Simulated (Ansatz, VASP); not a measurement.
# One calculation of TiMoSe4, two programs

```
CELL_PARAMETERS angstrom
-2.58822 2.58822 5.35141
2.58822 -2.58822 5.35141
2.58822 2.58822 -5.35141
ATOMIC_POSITIONS crystal
Ti 0.50000 0.50000 0.00000
Mo 0.00000 0.00000 0.00000
Se 0.50000 0.00000 0.50000
Se 0.00000 0.50000 0.50000
Se 0.75000 0.25000 0.50000
Se 0.25000 0.75000 0.50000
```

Alike in both runs: functional PBE; k mesh 3 × 3 × 3; occupations gaussian, width 0.15 eV; collinear spin.

Ansatz relaxed the structure, and its values are those at the end. VASP's run is a single point on that final structure, the one shown.

|  | VASP | Ansatz |
| --- | --- | --- |
| version | VASP 6.6.1 | Ansatz 0.2.0 |
| potentials or method | VASP PAW PBE potentials, release 64 (Ti_sv, Mo_sv, Se), cutoff 520 eV | scalar-relativistic, plane waves, PAW |
| valence electrons in the cell | 50 | 90 |

```csv
,VASP,Ansatz,Ansatz less VASP
gap on the k mesh at the Fermi level (eV),none,none,-
pressure (GPa),0.3,0.2,-0.09
net moment per atom (μB),0.34,0.34,0.000
size of the moment on the site where the two differ most (μB),2.75,2.35,-0.404
```

Site moments also hang on the region over which each program counts them. A gap of «none» marks a metal or a gap that the smearing closes. VASP's potentials hold 50 valence electrons a cell and Ansatz's 90, so a difference there can come from the potentials and not from the codes. Ansatz's warnings: seeded moment not kept.

The k mesh is coarse, so the values compare programs but aren't converged.
